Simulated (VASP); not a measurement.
A run of VASP 6.6.1 is set up as follows.

Contents of POSCAR:

```
ZnS
1.0
    1.9036300238      1.0990613067      9.3541347981
   -1.9036300238      1.0990613067      9.3541347981
    0.0000000000     -2.1981226134      9.3541347981
Zn S
3 3
Direct
    0.9999789175      0.9999789175      0.9999789175
    0.2222813884      0.2222813884      0.2222813884
    0.4445836769      0.4445836769      0.4445836769
    0.0814802233      0.0814802233      0.0814802233
    0.5260467701      0.5260467701      0.5260467701
    0.3036097940      0.3036097940      0.3036097940
```

File INCAR.step1:

```
SYSTEM = ZnS
ALGO     = Normal         ! electronic algorithm
EDIFF    = 1E-4           ! SCF threshold, eV
ENCUT    = 520            ! plane-wave cutoff, eV
GGA      = PE             ! functional
ISMEAR   = 0              ! smearing method
LASPH    = .TRUE.         ! aspherical terms in the spheres
LCHARG   = .FALSE.        ! write CHGCAR
LREAL    = .FALSE.        ! projectors in reciprocal space
LWAVE    = .TRUE.         ! write WAVECAR
NBANDS   = 36             ! bands
NELM     = 100            ! most SCF steps
PREC     = Accurate       ! precision mode
SIGMA    = 0.05           ! smearing width, eV
```

File INCAR.step2:

```
SYSTEM = ZnS
ALGO     = Normal         ! electronic algorithm
EDIFF    = 1E-6           ! SCF threshold, eV
ENCUT    = 520            ! plane-wave cutoff, eV
ISIF     = 2              ! what is computed and relaxed
ISMEAR   = 0              ! smearing method
ISTART   = 1            
LASPH    = .TRUE.         ! aspherical terms in the spheres
LCHARG   = .TRUE.         ! write CHGCAR
LELF     = .TRUE.         ! ELF
LMIXTAU  = .TRUE.       
LREAL    = .FALSE.        ! projectors in reciprocal space
LVHAR    = .TRUE.       
LWAVE    = .FALSE.        ! write WAVECAR
METAGGA  = R2SCAN         ! meta-GGA
NBANDS   = 36             ! bands
NELM     = 100            ! most SCF steps
PREC     = Accurate       ! precision mode
SIGMA    = 0.05           ! smearing width, eV
```

File KPOINTS:

```
k-points
0
G
  6 6 6
  0 0 0
```

Potentials or basis: VASP PAW PBE potentials, release 64 (Zn, S).

Run with:

```bash
$ cat potpaw_PBE.64/Zn/POTCAR potpaw_PBE.64/S/POTCAR > POTCAR
$ cp INCAR.step1 INCAR
$ mpirun -np 1 vasp_std > vasp.out
$ cp INCAR.step2 INCAR
$ mpirun -np 1 vasp_std > vasp.out
```

Question: What does it give for the largest force?

Answer: 0.344 eV/Å.

Question: Predict the band gap on the k mesh.

Answer: 2.74 eV, direct.

Stress tensor (GPa, compression positive):
```
-0.60  0.00  0.00
 0.00 -0.60  0.00
 0.00  0.00  1.67
```

Caveat: the cell differs from its parent crystal (all S atoms moved -0.050 Å, as atom 4 along Cartesian [0 0 1]); the PAW data sets were made with another functional, which shifts forces and pressure a little. A k mesh can miss the band edges.
